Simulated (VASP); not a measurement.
**SiNi: single point with PBE**

System: SiNi.

```
CELL_PARAMETERS angstrom
6.40029 0.07577 0.00230
0.07577 6.41222 0.04152
0.00230 0.04152 6.56258
ATOMIC_POSITIONS crystal
Si 0.97895 0.52553 0.30654
Si 0.75037 0.82081 0.52549
Si 0.07388 0.00923 0.83787
Si 0.81767 0.53324 0.78971
Si 0.45234 0.65270 0.32821
Si 0.15521 0.14001 0.27867
Si 0.23352 0.63038 0.72281
Si 0.39264 0.21957 0.61556
Si 0.73127 0.26157 0.12839
Si 0.60659 0.86997 0.96324
Ni 0.20192 0.75229 0.09879
Ni 0.15585 0.86396 0.49897
Ni 0.65897 0.43215 0.45737
Ni 0.71573 0.12225 0.75239
Ni 0.87700 0.90006 0.19080
Ni 0.05982 0.28777 0.59675
Ni 0.36256 0.15086 0.98988
Ni 0.51061 0.01922 0.33585
Ni 0.50149 0.52783 0.95783
Ni 0.09824 0.41427 0.93726
```

```yaml
Program: VASP 6.6.1
Task: single point
Functional: PBE
Potentials_or_basis: VASP PAW PBE potentials, release 64 (Si, Ni)
Cutoff: 400 eV
k_mesh: 1 × 1 × 1, shifted
Occupations: fermi-dirac, width 0.0853 eV
Spin: no spin polarisation
Dipole_correction: no
Mended: yes
Further_INCAR_settings: LREAL = Auto; ALGO = Normal; EDIFF = 1e-06; NBANDS = 86; ISYM = -1
```

The pressure is -6.6 GPa. The largest force is 2.348 eV/Å.

Forces in eV/Å, atoms in the order of the input:
```
Si   0.592  0.099 -0.623
Si   0.865  0.146  0.156
Si  -0.339 -0.114  0.108
Si  -0.891 -0.272 -0.458
Si  -1.294  1.151 -0.551
Si   0.217  0.536 -1.282
Si   0.115 -0.448  0.599
Si   0.630  0.040  0.257
Si  -0.252 -0.239 -0.071
Si  -0.792 -0.205  0.374
Ni   0.171  0.625 -0.086
Ni  -0.490  0.652 -0.856
Ni   1.111 -1.279  0.662
Ni   0.029  0.371  0.012
Ni  -0.349  0.601  0.568
Ni  -0.911  0.057 -0.981
Ni   1.094 -1.016  0.134
Ni   0.549  0.087 -0.162
Ni   0.339 -0.108 -0.013
Ni  -0.395 -0.682  2.212
```

Stress tensor (GPa, compression positive):
```
-3.86 -7.70 -2.58
-7.70 -7.02 -6.65
-2.58 -6.65 -9.06
```

Levels at points of the mesh, in eV from the Fermi level:
```
           k point  band 67  band 68  band 69  band 70  band 71  band 72  band 73  band 74
(0.25, 0.25, 0.25)    -0.88    -0.73    -0.32    -0.18     0.18     0.33     0.59     0.81
```

It took 43 s on 1 thread of Intel(R) Xeon(R) Platinum 8488C (Sapphire Rapids), on a shared host, peak memory 0.28 GiB.

Caveat: the atoms stand as in a frame of molecular dynamics. Spin polarisation is off, so any magnetic state and its effect on volume and gap are missing.
